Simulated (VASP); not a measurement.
# Ta2N (P-3m1) in VASP: notebook

Aim: see how the results for Ta2N move with the level of theory and the settings. Levels: LDA, RPBE+D4, PBE. Tasks: single point.

All numbers are computed with VASP 6.6.1; they aren't measurements. Logs are shortened: lines on timing, memory, paths and dates and some standing lists are left out, and cuts for length are marked.

**1. The cell of the first run**

It takes space group P-3m1 (No. 164, trigonal). Conventional cell: a = 3.113 Å, b = 3.113 Å, c = 4.870 Å, α = 90.00°, β = 90.00°, γ = 120.00°. Ta (site symmetry 3m) has 3 N at 2.18 Å within 2.9 Å. Within 2.9 Å of N (site symmetry -3m) lie 6 Ta at 2.18 Å.

**2. Single point, LDA**

Contents of INCAR:

```
PREC     = Accurate       # precision mode
ENCUT    = 600            # plane-wave cutoff, eV
EDIFF    = 1E-6           # SCF threshold, eV
ISMEAR   = -1             # smearing method
SIGMA    = 0.05           # smearing width, eV
LREAL    = F              # projectors in reciprocal space
LASPH    = T              # aspherical terms in the spheres
NELM     = 120            # most SCF steps
ALGO     = Normal         # electronic algorithm
ISIF     = 2              # what is computed and relaxed
LWAVE    = F              # write WAVECAR
LCHARG   = T              # write CHGCAR
LELF     = T              # ELF
LVHAR    = T            
NBANDS   = 22             # bands
GGA_COMPAT= F
```

Contents of KPOINTS:

```
Automatic mesh
0
Gamma
  10 10 6
```

Contents of POSCAR:

```
Ta2N
1.0
    3.1128615060      0.0000000000      0.0000000000
   -1.5564307530      2.6958171426      0.0000000000
    0.0000000000      0.0000000000      4.8698410000
Ta N
2 1
Direct
    0.3333333333      0.6666666667      0.2547110000
    0.6666666667      0.3333333333      0.7452890000
    0.0000000000      0.0000000000      0.0000000000
```

Potentials or basis: VASP PAW LDA potentials, release 64 (Ta_sv_GW, N).

Started as:

```console
cat potpaw_LDA.64/Ta_sv_GW/POTCAR potpaw_LDA.64/N/POTCAR > POTCAR
mpirun -np 1 vasp_std > vasp.out
```

OUTCAR:

```text
PREC = Accurate
   ENCUT = 600
   EDIFF = 1E-6
   ISMEAR = -1
   LREAL = F
   LASPH = T
   NELM = 120
   ISIF = 2

 ion  position               nearest neighbor table
   1  0.333  0.667  0.255-   3 2.18   3 2.18   3 2.18   2 2.99   2 2.99   2 2.99   2 3.06   2 3.06
                             2 3.06
   2  0.667  0.333  0.745-   3 2.18   3 2.18   3 2.18   1 2.99   1 2.99   1 2.99   1 3.06   1 3.06
                             1 3.06
   3  0.000  0.000  0.000-   1 2.18   2 2.18   1 2.18   2 2.18   2 2.18   1 2.18

  LATTYP: Found a hexagonal cell.
 ALAT       =     3.1128615060
 C/A-ratio  =     1.5644258476

  Lattice vectors:

 A1 = (   3.1128615060,   0.0000000000,   0.0000000000)
 A2 = (  -1.5564307530,   2.6958171426,   0.0000000000)
 A3 = (   0.0000000000,   0.0000000000,   4.8698410000)

Analysis of symmetry for initial positions (statically):
=====================================================================
 Subroutine PRICEL returns:
 Original cell was already a primitive cell.

 Routine SETGRP: Setting up the symmetry group for a
 hexagonal supercell.

 Subroutine GETGRP returns: Found 12 space group operations
 (whereof 12 operations were pure point group operations)
 out of a pool of 24 trial point group operations.

The static configuration has the point symmetry D_3d.

Analysis of symmetry for dynamics (positions and initial velocities):
=====================================================================
 Subroutine PRICEL returns:
 Original cell was already a primitive cell.

 Routine SETGRP: Setting up the symmetry group for a
 hexagonal supercell.

 Subroutine GETGRP returns: Found 12 space group operations
 (whereof 12 operations were pure point group operations)
 out of a pool of 24 trial point group operations.

The dynamic configuration has the point symmetry D_3d.

 Subroutine INISYM returns: Found 12 space group operations
 (whereof 12 operations are pure point group operations),
 and found     1 'primitive' translations

----------------------------------------------------------------------------------------

                                     Primitive cell

  volume of cell :      40.8663

  direct lattice vectors                    reciprocal lattice vectors
     3.112861506  0.000000000  0.000000000     0.321247829  0.185472520  0.000000000
    -1.556430753  2.695817143  0.000000000     0.000000000  0.370945041  0.000000000
     0.000000000  0.000000000  4.869841000     0.000000000  0.000000000  0.205345513

  length of vectors
     3.112861506  3.112861506  4.869841000     0.370945041  0.370945041  0.205345513

  position of ions in fractional coordinates (direct lattice)
     0.333333333  0.666666667  0.254711000
     0.666666667  0.333333333  0.745289000
     0.000000000  0.000000000  0.000000000

  ion indices of the primitive-cell ions
   primitive index   ion index
                 1           1
                 2           2
                 3           3

----------------------------------------------------------------------------------------

 KPOINTS: Automatic mesh

Automatic generation of k-mesh.
 Grid dimensions read from file:
 generate k-points for:   10   10    6

 Generating k-lattice:

  Cartesian coordinates                     Fractional coordinates (reciprocal lattice)
     0.032124783  0.018547252  0.000000000     0.100000000  0.000000000  0.000000000
     0.000000000  0.037094504  0.000000000     0.000000000  0.100000000  0.000000000
     0.000000000  0.000000000  0.034224252     0.000000000  0.000000000  0.166666667

  Length of vectors
     0.037094504  0.037094504  0.034224252

  Shift w.r.t. Gamma in fractional coordinates (k-lattice)
     0.000000000  0.000000000  0.000000000

 Subroutine IBZKPT returns following result:
 ===========================================

 Found     72 irreducible k-points:

 Following reciprocal coordinates:
            Coordinates               Weight
  0.000000  0.000000  0.000000      1.000000
  0.100000 -0.000000  0.000000      6.000000
  0.200000 -0.000000  0.000000      6.000000
  0.300000 -0.000000  0.000000      6.000000
  0.400000 -0.000000  0.000000      6.000000
  0.500000  0.000000  0.000000      3.000000
[... 16 lines left out ...]
  0.000000  0.400000  0.166667      6.000000
  0.500000  0.000000  0.166667      6.000000
 [... further k-points ...]
   k-points           NKPTS =     72   k-points in BZ     NKDIM =     72   number of bands    NBANDS=     22
   number of dos      NEDOS =    301   number of ions     NIONS =      3
   total plane-waves  NPLWV =  31360
   dimension x,y,z NGX =    28 NGY =   28 NGZ =   40
   dimension x,y,z NGXF=    56 NGYF=   56 NGZF=   80
   ions per type =               2   1
   NGX,Y,Z   is equivalent  to a cutoff of  14.95, 14.95, 13.66 a.u.
   NGXF,Y,Z  is equivalent  to a cutoff of  29.91, 29.91, 27.31 a.u.
 SYSTEM =  unknown system
   PREC   = accura    normal or accurate (medium, high low for compatibility)
   ISTART =      0    job   : 0-new  1-cont  2-samecut
   ICHARG =      2    charge: 1-file 2-atom 10-const
   ISPIN  =      1    spin polarized calculation?
   LNONCOLLINEAR =      F non collinear calculations
   LSORBIT =      F    spin-orbit coupling
   LASPH  =      T    aspherical Exc in radial PAW
   ENCUT  =  600.0 eV  44.10 Ry    6.64 a.u.   6.22  6.22  9.73*2*pi/ulx,y,z
   NELM   =    120;   NELMIN=  2; NELMDL= -5     # of ELM steps
   EDIFF  = 0.1E-05   stopping-criterion for ELM
   LREAL  =      F    real-space projection
   EDIFFG = 0.1E-04   stopping-criterion for IOM
   NSW    =      0    number of steps for IOM
   IBRION =     -1    ionic relax: 0-MD 1-quasi-New 2-CG
   NFREE  =      0    steps in history (QN), initial steepest desc. (CG)
   ISIF   =      2    stress and relaxation
   ISYM   =      2    0-nonsym 1-usesym 2-fastsym
   POTIM  = 0.5000    time-step for ionic-motion
   TEBEG  =    0.0;   TEEND  =   0.0 temperature during run
   PSTRESS=    0.0 pullay stress
   NELECT =      31.0000    total number of electrons
   NUPDOWN=      -1.0000    fix difference up-down
   EMIN   =  10.00;   EMAX   =-10.00  energy-range for DOS
   EFERMI =   0.00;   METHOD = LEGACY
   ISMEAR =    -1;   SIGMA  =   0.05  broadening in eV -4-tet -1-fermi 0-gaus
   EFERMI_NEDOS =   21; number of points for ismear=-14 and -15
   IALGO  =     38    algorithm
   IMIX   =      4    mixing-type and parameters
     AMIX     =   0.40;   BMIX     =  1.00
     AMIX_MAG =   1.60;   BMIX_MAG =  1.00
  volume/ion in A,a.u.               =      13.62        91.93
  Fermi-wavevector in a.u.,A,eV,Ry     =   1.493048  2.821451 30.329997  2.229192
  Thomas-Fermi vector in A             =   2.605498
   LORBIT       =      0    0 simple, 1 ext, 2 COOP (PROOUT), +10 PAW based schemes
   GGA     = CA    functional components
   LHFCALC =     F    Hartree Fock is set to
   AEXX    =    0.0000 exact exchange contribution
   IVDW    =     0    specifies the selected vdW correction
   LEPSILON=     F    determine dielectric tensor
   LRPA    =     F    only Hartree local field effects (RPA)
 non-spin polarized calculation
  energy-cutoff  :      600.00
  volume of cell :       40.87
 maximum number of plane-waves:      1387
 NGX is ok and might be reduce to    28
   NGX = 13   NGY = 13   NGZ = 19

 number of electron      30.9999999 magnetization

 Free energy of the ion-electron system (eV)
  ---------------------------------------------------
  ext. energy  EPLUGINS =         0.00000000
  ---------------------------------------------------
  free energy    TOTEN  =       -42.57204452 eV

  energy without entropy =      -42.55827007  energy(sigma->0) =      -42.56515730

 E-fermi :  11.5515     XC(G=0): -13.4624

 val. band max:       11.5460110272   @ k =   0.0000   0.3000   0.3333
 cond. band min:      11.5517818454   @ k =  -0.1000   0.4000   0.1667
 fundamental gap:      0.0057708182
 Fermi energy:        11.5514746134

 k-point     1 :       0.0000    0.0000    0.0000
  band No.  band energies     occupation
      1     -56.7080      2.00000
      2     -56.6292      2.00000
      3     -23.9229      2.00000
      4     -23.1950      2.00000
      5     -23.1950      2.00000
      6     -23.0675      2.00000
[... 14 lines left out ...]
     21      12.6967      0.00000
     22      16.6322      0.00000

 k-point     2 :       0.1000   -0.0000    0.0000
  band No.  band energies     occupation
      1     -56.7027      2.00000
      2     -56.6275      2.00000
      3     -23.8930      2.00000
      4     -23.2545      2.00000
      5     -23.2165      2.00000
      6     -23.1267      2.00000
[... 14 lines left out ...]
     21      13.4174      0.00000
     22      16.5693      0.00000

 k-point     3 :       0.2000   -0.0000    0.0000
  band No.  band energies     occupation
      1     -56.6887      2.00000
      2     -56.6233      2.00000
      3     -23.8097      2.00000
      4     -23.4106      2.00000
      5     -23.2743      2.00000
      6     -23.2688      2.00000
[... 14 lines left out ...]
     21      15.0587      0.00000
     22      16.1560      0.00000

 k-point     4 :       0.3000   -0.0000    0.0000
  band No.  band energies     occupation
      1     -56.6701      2.00000
      2     -56.6194      2.00000
      3     -23.6969      2.00000
      4     -23.5977      2.00000
      5     -23.4444      2.00000
      6     -23.3287      2.00000
[... 14 lines left out ...]
     21      15.7287      0.00000
     22      16.7436      0.00000

 k-point     5 :       0.4000   -0.0000    0.0000
  band No.  band energies     occupation
      1     -56.6530      2.00000
      2     -56.6184      2.00000
      3     -23.7683      2.00000
      4     -23.5770      2.00000
      5     -23.5549      2.00000
      6     -23.3747      2.00000
[... 417 lines left out ...]
 k-point    22 :       0.4000   -0.0000    0.1667
  band No.  band energies     occupation
      1     -56.6507      2.00000
      2     -56.6207      2.00000
      3     -23.7887      2.00000
      4     -23.6516      2.00000
      5     -23.4741      2.00000
      6     -23.3606      2.00000
[... 14 lines left out ...]
     21      16.0622      0.00000
     22      16.4701      0.00000

 k-point    23 :       0.0000    0.4000    0.1667
  band No.  band energies     occupation
      1     -56.6507      2.00000
      2     -56.6207      2.00000
      3     -23.8287      2.00000
      4     -23.6170      2.00000
      5     -23.4538      2.00000
      6     -23.3571      2.00000
[... 14 lines left out ...]
     21      15.7091      0.00000
     22      17.7108      0.00000

 k-point    24 :       0.5000    0.0000    0.1667
  band No.  band energies     occupation
      1     -56.6435      2.00000
      2     -56.6211      2.00000
      3     -23.8586      2.00000
      4     -23.6760      2.00000
      5     -23.4255      2.00000
      6     -23.3755      2.00000
[... 14 lines left out ...]
     21      16.0967      0.00000
     22      16.9129      0.00000

 [... further k-points ...]
[... 5 lines left out ...]
  --------------------------------------------------------------------------------------
  -------------------------------------------------------------------------------------
  Total       -3.5171211     -3.5171211     -3.4852009      0.0000000      0.0000000      0.0000000
  in kB     -137.8900374   -137.8900374   -136.6385937      0.0000000      0.0000000      0.0000000
  external PRESSURE =    -137.4728895 kB  Pullay stress =       0.0000000 kB

 VOLUME and BASIS-vectors are now :
 -----------------------------------------------------------------------------
  energy-cutoff  :      600.00
  volume of cell :       40.87
      direct lattice vectors                 reciprocal lattice vectors
     3.112861506  0.000000000  0.000000000     0.321247829  0.185472520  0.000000000
    -1.556430753  2.695817143  0.000000000     0.000000000  0.370945041  0.000000000
     0.000000000  0.000000000  4.869841000     0.000000000  0.000000000  0.205345513

 POSITION                                       TOTAL-FORCE (eV/Angst)
 -----------------------------------------------------------------------------------
     -0.00000      1.79721      1.24040         0.000000     -0.000000     -0.415349
      1.55643      0.89861      3.62944        -0.000000      0.000000      0.415349
      0.00000      0.00000      0.00000         0.000000      0.000000     -0.000000
 -----------------------------------------------------------------------------------
    total drift:                                0.000000     -0.000000     -0.000000

  FREE ENERGIE OF THE ION-ELECTRON SYSTEM (eV)
  ---------------------------------------------------
  free  energy   TOTEN  =       -42.5720445190 eV

  energy  without entropy=      -42.5582700717  energy(sigma->0) =      -42.56515730
```

Wall time 72 s (1 thread of Intel Xeon Platinum 8488C (Sapphire Rapids), shared host); peak memory 0.22 GiB.

What came out:

```yaml
Free_energy: -42.5720 eV
Pressure: -13.7 GPa
Largest_force: 0.415 eV/Å
```

Forces on the atoms (eV/Å):
```
Ta   0.000  0.000 -0.415
Ta   0.000  0.000  0.415
N    0.000  0.000  0.000
```

Stress tensor (GPa, compression positive):
```
-13.79   0.00   0.00
  0.00 -13.79   0.00
  0.00   0.00 -13.66
```

Caveat: spin-orbit coupling is left out, which moves the levels of the heavy elements.

(Continued in part 2 of 2.)
